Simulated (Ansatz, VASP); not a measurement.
## BAs in VASP and in Ansatz

```
CELL_PARAMETERS angstrom
0.00000 2.48404 2.38850
2.48404 0.00000 2.38850
2.48404 2.48404 0.00000
ATOMIC_POSITIONS crystal
B 0.00000 0.00000 0.00000
As 0.75000 0.75000 0.75000
```

Change from the starting cell: strain +0.040 along x and y, +0.000 along z, atoms carried along.

Alike in both runs: task single point; functional PBE; k mesh 10 × 10 × 10; occupations gaussian, width 0.05 eV; no spin polarisation.

|  | VASP | Ansatz |
| --- | --- | --- |
| version | VASP 6.6.1 | Ansatz 0.2.0 |
| potentials or method | VASP PAW PBE potentials, release 64 (B, As), cutoff 520 eV | scalar-relativistic, plane waves, PAW |
| valence electrons in the cell | 8 | 18 |

```tsv
	VASP	Ansatz	Ansatz less VASP
gap on the k mesh at the Fermi level (eV)	0.70	0.71	+0.007
least direct gap on the mesh (eV)	2.79	2.80	+0.004
pressure (GPa)	-6.3	-6.8	-0.44
traceless stress, the component that is largest in VASP (GPa)	4.73	4.74	+0.017
```

With one functional, cell and mesh, what is left measures potentials, basis and numerics. VASP's potentials hold 8 valence electrons a cell and Ansatz's 18, so a difference there can come from the potentials and not from the codes.
